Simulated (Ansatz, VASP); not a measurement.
# P: VASP beside Ansatz

```
P
1.0
     4.16608    0.00000    0.00000
     0.00000    4.16608    0.00000
     0.00000    0.00000    4.37800
P
1
Cartesian
  0.0000 0.0000 0.0000
```

Change from the starting cell: strain -0.025 along x and y, +0.000 along z, atoms carried along.

Alike in both runs: task single point; functional r2SCAN; k mesh 12 × 12 × 12; occupations gaussian, width 0.15 eV; no spin polarisation.

|  | VASP | Ansatz |
| --- | --- | --- |
| version | VASP 6.6.1 | Ansatz 0.2.0 |
| potentials or method | VASP PAW PBE potentials, release 64 (P), cutoff 520 eV | scalar-relativistic, plane waves, PAW |
| valence electrons in the cell | 5 | 5 |

```tsv
	VASP	Ansatz	Ansatz less VASP
gap on the k mesh at the Fermi level (eV)	none	none	-
pressure (GPa)	-4.4	-4.4	+0.01
traceless stress, the component that is largest in VASP (GPa)	0.59	0.59	+0.001
```

VASP's potentials were made for PBE, not for r2SCAN. A gap of «none» marks a metal or a gap that the smearing closes. The functional is the same, so the differences come from potentials, cutoffs and numerics.
